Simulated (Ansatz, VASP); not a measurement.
**Two plane-wave programs on GdSeO**

```
CELL_PARAMETERS angstrom
4.11668 0.00000 0.00000
0.00000 4.11668 0.00000
0.00000 0.00000 6.94911
ATOMIC_POSITIONS crystal
Gd 0.25000 0.25000 0.15114
Gd 0.75000 0.75000 0.84886
Se 0.25000 0.25000 0.55757
Se 0.75000 0.75000 0.44243
O 0.75000 0.25000 0.00000
O 0.25000 0.75000 0.00000
```

Alike in both runs: functional PBE; k mesh 5 × 5 × 3; collinear spin; Hubbard terms Gd f U = 2.0 eV.

Ansatz relaxed the structure, and its values are those at the end. VASP's run is a single point on that final structure, the one shown.

|  | VASP | Ansatz |
| --- | --- | --- |
| version | VASP 6.6.1 | Ansatz 0.2.0 |
| potentials or method | VASP PAW PBE potentials, release 64 (Gd, Se, O), cutoff 520 eV | PAW plane waves |
| occupations | fermi-dirac, width 0.1 eV | fermi-dirac |
| valence electrons in the cell | 60 | 80 |

|  | VASP | Ansatz | Ansatz less VASP |
| --- | --- | --- | --- |
| gap on the k mesh at the Fermi level (eV) | none | none | - |
| pressure (GPa) | 0.2 | 0.0 | -0.14 |
| rms of the force components (eV/Å) | 0.008 | 0.001 | -0.0065 |
| net moment per atom (μB) | 2.32 | 2.32 | 0.000 |
| size of the moment on the site where the two differ most (μB) | 6.80 | 6.82 | +0.021 |

Site moments also hang on the region over which each program counts them. The programs project onto different local orbitals, so the same U acts differently, and such runs can settle in different states. A gap of «none» marks a metal or a gap that the smearing closes. VASP's potentials hold 60 valence electrons a cell and Ansatz's 80, so a difference there can come from the potentials and not from the codes. Ansatz's warnings: end state compared, filled band counts differ across k points.

Neither program's run includes spin-orbit coupling.
